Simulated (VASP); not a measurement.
## GaP2: single point with PBE

The system is GaP2.

```
CELL_PARAMETERS angstrom
3.43495 0.00000 0.00000
-1.71748 2.97476 0.00000
0.00000 0.00000 9.76793
ATOMIC_POSITIONS crystal
Ga 0.00000 0.00000 0.25000
Ga 0.00000 0.00000 0.75000
P 0.33333 0.66667 0.43270
P 0.66667 0.33333 0.93270
P 0.33333 0.66667 0.06730
P 0.66667 0.33333 0.56730
```

* Program: VASP 6.6.1
* Task: single point
* Functional: PBE
* Potentials or basis: VASP PAW PBE potentials, release 64 (Ga_d, P)
* Cutoff: 520 eV
* k mesh: 6 × 6 × 4
* Occupations: gaussian, width 0.1 eV
* Spin: no spin polarisation

The pressure is -0.1 GPa and the largest force is 0.014 eV/Å. The band gap on the k mesh is zero (band 23 reaches 9.32 eV, above the bottom of band 24 at 6.23 eV).

Forces in eV/Å, atoms in the order of the input:
```
Ga   0.000  0.000  0.000
Ga   0.000  0.000  0.000
P    0.000  0.000  0.014
P    0.000  0.000  0.014
P    0.000  0.000 -0.014
P    0.000  0.000 -0.014
```

Stress tensor (GPa, compression positive):
```
-0.13  0.00  0.00
 0.00 -0.13  0.00
 0.00  0.00  0.08
```

Levels at points of the mesh, in eV from the Fermi level:
| k point | band 20 | band 21 | band 22 | band 23 | band 24 | band 25 | band 26 | band 27 |
| --- | --- | --- | --- | --- | --- | --- | --- | --- |
| (0.00, 0.00, 0.00) | -1.56 | -1.15 | 1.01 | 1.01 | 1.45 | 1.79 | 1.79 | 2.64 |
| (0.50, 0.00, 0.00) | -3.83 | -3.44 | -3.41 | -0.44 | 0.40 | 0.93 | 1.13 | 2.12 |
| (0.00, 0.00, 0.50) | -1.63 | 0.80 | 0.80 | 1.35 | 1.35 | 1.35 | 1.35 | 3.20 |
| (0.50, 0.00, 0.50) | -3.65 | -1.84 | -1.84 | -1.23 | -1.23 | 1.23 | 1.23 | 2.39 |

Run time: 65 s on 1 thread of Intel(R) Xeon(R) Platinum 8488C (Sapphire Rapids), on a shared host, peak memory 0.25 GiB.
